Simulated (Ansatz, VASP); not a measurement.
# Cl in VASP and in Ansatz

File INCAR:

```
SYSTEM = Cl
PREC = Accurate ; ENCUT = 520
EDIFF = 1E-7 ; ISMEAR = -1
SIGMA = 0.1 ; LREAL = .FALSE.
LASPH = .TRUE. ; NELM = 60
ALGO = Normal ; ISIF = 2
LWAVE = .FALSE. ; LCHARG = .FALSE.
GGA = PS ; NBANDS = 14
```

The input KPOINTS:

```
Automatic mesh
0
G
  12 12 12
  0 0 0
```

Contents of POSCAR:

```
Cl
1.0
    0.0000000000      2.9066540933      2.9066540933
    2.9066540933      0.0000000000      2.9066540933
    2.9066540933      2.9066540933      0.0000000000
Cl
2
Direct
   -0.1250000000     -0.1250000000     -0.1250000000
    0.1250000000      0.1250000000      0.1250000000
```

Input for Ansatz:

```yaml
crystal:
  lattice:
    - [0.0, 2.9066540933, 2.9066540933]
    - [2.9066540933, 0.0, 2.9066540933]
    - [2.9066540933, 2.9066540933, 0.0]
  atoms:
    - { symbol: Cl, position: [-0.125, -0.125, -0.125] }
    - { symbol: Cl, position: [0.125, 0.125, 0.125] }
kpoints:
  mp_grid: { grid: [12, 12, 12] }
scf:
  occupations: { method: fermi_dirac, width: 0.1 }
hamiltonian:
  xc: pbesol
  pseudopotentials: { kind: all_electron, lapw: { basis_error: 0.001 } }
output:
  forces: true
  stress: true
  eigenvalues: true
  populations: true
```

Change from the starting cell: volume scaled by 0.78, LAPW.

Alike in both runs: task single point; functional PBEsol; k mesh 12 × 12 × 12; occupations fermi-dirac, width 0.1 eV; no spin polarisation.

```csv
,VASP,Ansatz
version,VASP 6.6.1,Ansatz 0.2.0
potentials or method,"VASP PAW PBE potentials, release 64 (Cl), cutoff 520 eV","all-electron LAPW, scalar-relativistic"
```

```tsv
	VASP	Ansatz	Ansatz less VASP
pressure (GPa)	9.4	9.5	+0.03
```

VASP's potentials were made for PBE, not for PBEsol. Ansatz ran all-electron here, and VASP with PAW potentials.
